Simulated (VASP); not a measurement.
# CuOs (P1) in VASP: single point with PBE

Aim: the single point of CuOs with PBE.

Program: VASP 6.6.1. These are calculated values, not measurements. Logs are shortened: lines on timing, memory, paths and dates and some standing lists are left out, and cuts for length are marked.

## (1) The cell of the first run

The typed cell holds 16 atoms: a = 6.521 Å, b = 6.522 Å, c = 6.530 Å, α = 110.30°, β = 109.72°, γ = 108.35°.

## (2) Single point, PBE

INCAR

```
SYSTEM = CuOs
  ALGO = Fast
  EDIFF = 1E-6
  ENCUT = 520
  GGA = PE
  ISIF = 2
  ISMEAR = 0
  ISYM = 0
  LASPH = .TRUE.
  LCHARG = .FALSE.
  LREAL = Auto
  LWAVE = .FALSE.
  NBANDS = 90
  NELM = 80
  PREC = Accurate
  SIGMA = 0.1
```

KPOINTS

```
k-points
0
G
  3 3 3
  0 0 0
```

POSCAR

```
CuOs
1.0
   -3.7252923491      3.8165772745     -3.7518788996
    3.7257628762      3.8175724123      3.7524035103
    3.7328783353     -3.8171018853     -3.7599894965
Cu Os
8 8
Direct
    0.5035844477      1.0086401892      0.4998421373
    0.7384564167      0.4882767645      0.7500635286
    0.2564185360      0.2482111213      0.5031692934
    0.7435284670      0.9934610199      0.2504730687
    0.5062660420      0.2515000208      0.2537851306
   -0.0018713103      0.7531873076      0.2469268363
    0.7450891622      0.2535683425     -0.0023256837
    0.5093417928      0.5041557020      1.0006998290
    0.2449021681     -0.0050547756      0.7501992245
    0.0119382014      0.2562761098      0.7464632018
    0.5103372970      0.7661904234      0.7547524994
    1.0070109312      0.5090097201      0.5078270481
    0.7482661315      0.7448130616      0.5084494106
    1.0011819261      0.9992663240      0.9926681861
    0.2442588114      0.4942751315      0.2502668988
    0.2366618290      0.7402009978      0.9920706436
```

Potentials or basis: VASP PAW PBE potentials, release 64 (Cu, Os).

Command:

```console
$ cat potpaw_PBE.64/Cu/POTCAR potpaw_PBE.64/Os/POTCAR > POTCAR
$ mpirun -np 1 vasp_std > vasp.out
```

OUTCAR:

```text
SYSTEM = CuOs
   EDIFF = 1E-6
   ENCUT = 520
   GGA = PE
   ISIF = 2
   ISMEAR = 0
   ISYM = 0
   LASPH = .TRUE.
   LREAL = Auto
   NELM = 80
   PREC = Accurate

 ion  position               nearest neighbor table
   1  0.504  0.009  0.500-   2 2.56   3 2.57   4 2.61   5 2.62   7 2.64  11 2.66  13 2.69  16 2.69
                             6 2.71   9 2.72  10 2.72  15 2.75
   2  0.738  0.488  0.750-   1 2.56   8 2.56   3 2.58   7 2.58   5 2.63   6 2.63  16 2.67  13 2.67
                            10 2.68  11 2.68  12 2.73  14 2.73
   3  0.256  0.248  0.503-   1 2.57   2 2.58  10 2.60   8 2.64   6 2.64   5 2.66  15 2.67   9 2.68
                            12 2.70  14 2.71   4 2.75  11 2.77
   4  0.744  0.993  0.250-   1 2.61   8 2.61   6 2.62   5 2.62  11 2.63  10 2.63  13 2.71  16 2.71
                             3 2.75   7 2.75  14 2.75  12 2.75
   5  0.506  0.252  0.254-   1 2.62   4 2.62   2 2.63  13 2.63   7 2.64   3 2.66   9 2.67  15 2.67
                            12 2.68  14 2.70   8 2.71  16 2.73
   6  0.998  0.753  0.247-   4 2.62   8 2.62  16 2.63   2 2.63   3 2.64   7 2.67   9 2.67  15 2.67
                            14 2.68  12 2.70   1 2.71  13 2.73
   7  0.745  0.254  0.998-   8 2.57   2 2.58  11 2.60   1 2.64   5 2.64   6 2.67  15 2.67   9 2.68
                            14 2.70  12 2.70   4 2.75  10 2.77
   8  0.509  0.504  0.001-   2 2.56   7 2.57   4 2.61   6 2.62   3 2.64  10 2.66  13 2.69  16 2.69
                             5 2.71   9 2.72  11 2.72  15 2.75
   9  0.245  0.995  0.750-  12 2.59  14 2.59  11 2.62  10 2.62  13 2.66  16 2.66   6 2.67   5 2.67
                             7 2.68   3 2.68   1 2.72   8 2.72
  10  0.012  0.256  0.746-  16 2.58   3 2.60   9 2.62   4 2.63  12 2.63   8 2.66  15 2.67   2 2.68
                            14 2.70   1 2.72  13 2.74   7 2.77
  11  0.510  0.766  0.755-  13 2.58   7 2.60   9 2.62  14 2.63   4 2.63   1 2.66  15 2.68   2 2.68
                            12 2.70   8 2.72  16 2.73   3 2.77
  12  0.007  0.509  0.508-  16 2.57   9 2.59  13 2.62  10 2.63  15 2.64   5 2.68  11 2.70   3 2.70
                             7 2.70   6 2.70   2 2.73   4 2.75
  13  0.748  0.745  0.508-  14 2.57  11 2.58  12 2.62   5 2.63   9 2.66   2 2.67   1 2.69   8 2.69
                            15 2.70   4 2.71   6 2.73  10 2.74
  14  0.001  0.999  0.993-  13 2.57   9 2.59  16 2.62  11 2.63  15 2.64   6 2.68  10 2.70   7 2.70
                             5 2.70   3 2.71   2 2.73   4 2.75
  15  0.244  0.494  0.250-  12 2.64  14 2.64   5 2.67   6 2.67   3 2.67  10 2.67   7 2.67  11 2.68
                            13 2.70  16 2.70   1 2.75   8 2.75
  16  0.237  0.740  0.992-  12 2.57  10 2.58  14 2.62   6 2.63   9 2.66   2 2.67   1 2.69   8 2.69
                            15 2.70   4 2.71   5 2.73  11 2.73

IMPORTANT INFORMATION: All symmetrisations will be switched off!
NOSYMM: (Re-)initialisation of all symmetry stuff for point group C_1.

----------------------------------------------------------------------------------------

                                     Primitive cell

  volume of cell :     213.8641

[... 123 lines left out ...]
   IMIX   =      4    mixing-type and parameters
     AMIX     =   0.40;   BMIX     =  1.00
     AMIX_MAG =   1.60;   BMIX_MAG =  1.00
  volume/ion in A,a.u.               =      13.37        90.20
  Fermi-wavevector in a.u.,A,eV,Ry     =   1.460977  2.760846 29.041008  2.134454
  Thomas-Fermi vector in A             =   2.577363
   LORBIT       =      0    0 simple, 1 ext, 2 COOP (PROOUT), +10 PAW based schemes
   GGA     = PE    functional components
   LHFCALC =     F    Hartree Fock is set to
   AEXX    =    0.0000 exact exchange contribution
   IVDW    =     0    specifies the selected vdW correction
   LEPSILON=     F    determine dielectric tensor
   LRPA    =     F    only Hartree local field effects (RPA)
 non-spin polarized calculation
 RMM-DIIS sequential band-by-band and
 Gauss-broadening in eV      SIGMA  =   0.10
  energy-cutoff  :      520.00
  volume of cell :      213.86
 maximum number of plane-waves:      5781
   NGX = 25   NGY = 25   NGZ = 25

 number of electron     152.0000004 magnetization

 Free energy of the ion-electron system (eV)
  ---------------------------------------------------
  ext. energy  EPLUGINS =         0.00000000
  ---------------------------------------------------
  free energy    TOTEN  =      -115.29516280 eV

  energy without entropy =     -115.24692438  energy(sigma->0) =     -115.27104359

 E-fermi :   8.0666     XC(G=0): -13.2427

 val. band max:        8.0177482709   @ k =  -0.0000   0.0000   0.3333
 cond. band min:       8.0788256298   @ k =   0.0000   0.0000   0.0000
 fundamental gap:      0.0610773589
 Fermi energy:         8.0665561306

 k-point     1 :       0.0000    0.0000    0.0000
  band No.  band energies     occupation
      1      -1.8442      2.00000
      2       1.6791      2.00000
      3       1.8243      2.00000
      4       1.9339      2.00000
      5       2.0331      2.00000
      6       2.2158      2.00000
[... 1263 lines left out ...]
     87       9.8925      0.00000
     88      10.0977      0.00000
 [bands above 88 left out]

------------------------ aborting loop because EDIFF is reached ----------------------------------------

  FORCE on cell =-STRESS in cart. coord.  units (eV):
  Direction    XX          YY          ZZ          XY          YZ          ZX
  --------------------------------------------------------------------------------------
  -------------------------------------------------------------------------------------
  Total        0.0380304      0.2361219      0.2319113      0.0048533     -0.0341867     -0.0032253
  in kB        0.2849071      1.7689233      1.7373789      0.0363585     -0.2561117     -0.0241627
  external PRESSURE =       1.2637364 kB  Pullay stress =       0.0000000 kB

 VOLUME and BASIS-vectors are now :
 -----------------------------------------------------------------------------
  energy-cutoff  :      520.00
  volume of cell :      213.86
      direct lattice vectors                 reciprocal lattice vectors
    -3.725292349  3.816577275 -3.751878900    -0.000143669  0.130999515 -0.133131967
     3.725762876  3.817572412  3.752403510     0.134064543  0.130982086  0.000126240
     3.732878335 -3.817101885 -3.759989496     0.133937420  0.000000884 -0.132987414

 POSITION                                       TOTAL-FORCE (eV/Angst)
 -----------------------------------------------------------------------------------
      0.02204      0.04701     -3.73637         0.003909      0.005933      0.000212
      1.86813      1.81934     -3.75862         0.006988     -0.017771      0.001434
      1.84781      0.00556     -1.92257        -0.021872     -0.007383     -0.010760
      1.86652      5.67426     -0.00354         0.003108     -0.007962      0.003136
     -0.00161      1.92360     -1.90995        -0.009631      0.015111     -0.005617
      0.00962      5.74224     -1.84704         0.002488      0.007371      0.002143
[... 8 lines left out ...]
      1.86583      1.86387     -0.00271         0.005737      0.003454      0.000818
      5.57946     -0.05783     -1.84057        -0.009750     -0.014541      0.029952
 -----------------------------------------------------------------------------------
    total drift:                                0.003793     -0.001775     -0.004811

  FREE ENERGIE OF THE ION-ELECTRON SYSTEM (eV)
  ---------------------------------------------------
  free  energy   TOTEN  =      -115.2951627972 eV

  energy  without entropy=     -115.2469243809  energy(sigma->0) =     -115.27104359
```

OSZICAR:

```text
N       E                     dE             d eps       ncg     rms          rms(c)
DAV:   1     0.175288779007E+04    0.17529E+04   -0.63089E+04  2520   0.244E+03
DAV:   2     0.255725060786E+03   -0.14972E+04   -0.14440E+04  2520   0.616E+02
[... 16 lines left out ...]
RMM:  19    -0.115295566516E+03   -0.44331E-03   -0.36880E-03  3874   0.161E-01    0.129E-01
RMM:  20    -0.115295386250E+03    0.18027E-03   -0.32397E-04  3236   0.779E-02    0.101E-01
RMM:  21    -0.115295152478E+03    0.23377E-03   -0.84776E-04  3610   0.115E-01    0.234E-02
RMM:  22    -0.115295160069E+03   -0.75905E-05   -0.11245E-04  3663   0.425E-02    0.272E-02
RMM:  23    -0.115295161911E+03   -0.18426E-05   -0.34837E-05  3703   0.212E-02    0.129E-02
RMM:  24    -0.115295162797E+03   -0.88592E-06   -0.73767E-06  2518   0.100E-02
   1 F= -.11529516E+03 E0= -.11527104E+03  d E =-.482384E-01
```

stdout:

```text
POSCAR found type information on POSCAR CuOs
 POSCAR found :  2 types and      16 ions
 scaLAPACK will be used
 LDA part: xc-table for (Slater+PW92), standard interpolation
 POSCAR, INCAR and KPOINTS ok, starting setup
 FFT: planning ... GRIDC
 FFT: planning ... GRID_SOFT
 FFT: planning ... GRID
 WAVECAR not read
 entering main loop
```

Wall time 11 min (1 thread of AMD EPYC 9R45 (Zen 5), shared host); peak memory 0.41 GiB.

Results:

```
Free energy            : -115.2952 eV
Pressure               : 0.1 GPa
Largest force          : 0.064 eV/Å
Band gap on the k mesh : zero (bands 76 and 77 overlap by 0.28 eV)
```

Forces on the atoms (eV/Å):
```
Cu   0.004  0.006  0.000
Cu   0.007 -0.018  0.001
Cu  -0.022 -0.007 -0.011
Cu   0.003 -0.008  0.003
Cu  -0.010  0.015 -0.006
Cu   0.002  0.007  0.002
Cu   0.019  0.006  0.010
Cu   0.000 -0.001  0.001
Os   0.013 -0.062  0.000
Os   0.006  0.022  0.003
Os  -0.020  0.018  0.003
Os   0.037  0.017 -0.019
Os   0.003 -0.021 -0.038
Os  -0.038  0.037  0.019
Os   0.006  0.003  0.001
Os  -0.010 -0.015  0.030
```

Levels at points of the mesh, in eV from the Fermi level:
```tsv
k point	band 74	band 75	band 76	band 77	band 78	band 79
(0.00, 0.00, 0.00)	-0.21	0.01	0.19	0.29	0.30	0.72
```

Caveat: the k points lie up to 0.39 Å⁻¹ apart; spin-orbit coupling is left out, which moves the levels of the heavy elements.

The gap in the log of VASP goes by the Fermi energy; the results here count the filled bands.